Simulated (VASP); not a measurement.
Write the native input for VASP 6.6.1 that does the following.

* Task: single point
* Functional: r2SCAN
* Potentials or basis: VASP PAW PBE potentials, release 64 (Li_sv, Hg, Sn_d, Te)
* Cutoff: 520 eV
* k mesh: 6 × 6 × 6
* Occupations: gaussian, width 0.01 eV
* Spin: no spin polarisation
* Dipole correction: no
* Further INCAR settings: ALGO = Normal; EDIFF = 1e-07; NBANDS = 38

Li2SnHgTe4:

```
CELL_PARAMETERS angstrom
-3.13773 3.13773 6.29822
3.13773 -3.13773 6.29822
3.13773 3.13773 -6.29822
ATOMIC_POSITIONS crystal
Li 0.75000 0.25000 0.50000
Li 0.25000 0.75000 0.50000
Hg 0.00000 0.00000 0.00000
Sn 0.50000 0.50000 0.00000
Te 0.87422 0.87422 0.48735
Te 0.12578 0.61313 0.00000
Te 0.61313 0.12578 0.00000
Te 0.38687 0.38687 0.51265
```

These files were run (other wordings do the same):

POSCAR

```
Li2SnHgTe4
1.0
   -3.1377259418      3.1377259418      6.2982175563
    3.1377259418     -3.1377259418      6.2982175563
    3.1377259418      3.1377259418     -6.2982175563
Li Hg Sn Te
2 1 1 4
Direct
    0.7500000000      0.2500000000      0.5000000000
    0.2500000000      0.7500000000      0.5000000000
    0.0000000000      0.0000000000      0.0000000000
    0.5000000000      0.5000000000      0.0000000000
    0.8742190577      0.8742190577      0.4873468184
    0.1257809423      0.6131277607      0.0000000000
    0.6131277607      0.1257809423      0.0000000000
    0.3868722393      0.3868722393      0.5126531816
```

INCAR.step1

```
PREC = Accurate
ENCUT = 520
ISMEAR = 0
SIGMA = 0.01
LREAL = False
LASPH = True
NELM = 100
NBANDS = 38
GGA = PE
ALGO = Normal
EDIFF = 1E-4
LWAVE = True
LCHARG = False
```

INCAR.step2

```
PREC = Accurate
ENCUT = 520
EDIFF = 1E-7
ISMEAR = 0
SIGMA = 0.01
LREAL = False
LASPH = True
NELM = 100
ALGO = Normal
ISIF = 2
LWAVE = False
LCHARG = False
METAGGA = R2SCAN
LMIXTAU = True
NBANDS = 38
ISTART = 1
```

KPOINTS

```
regular mesh
0
Gamma
  6 6 6
```

Potentials or basis: VASP PAW PBE potentials, release 64 (Li_sv, Hg, Sn_d, Te).

Run with:

```bash
$ cat potpaw_PBE.64/Li_sv/POTCAR potpaw_PBE.64/Hg/POTCAR potpaw_PBE.64/Sn_d/POTCAR potpaw_PBE.64/Te/POTCAR > POTCAR
$ cp INCAR.step1 INCAR
$ mpirun -np 1 vasp_std > vasp.out
$ cp INCAR.step2 INCAR
$ mpirun -np 1 vasp_std > vasp.out
```

Results of the run:

```yaml
Largest_force: 0.349 eV/Å
Band_gap_on_the_k_mesh: 1.00 eV
```

Caveat: the PAW data sets were made with another functional, which shifts forces and pressure a little; spin-orbit coupling is left out, which moves the levels of the heavy elements.

It took 18 min on 1 thread of Intel(R) Xeon(R) 6975P-C (Granite Rapids), with other jobs on the host, peak memory 0.73 GiB.
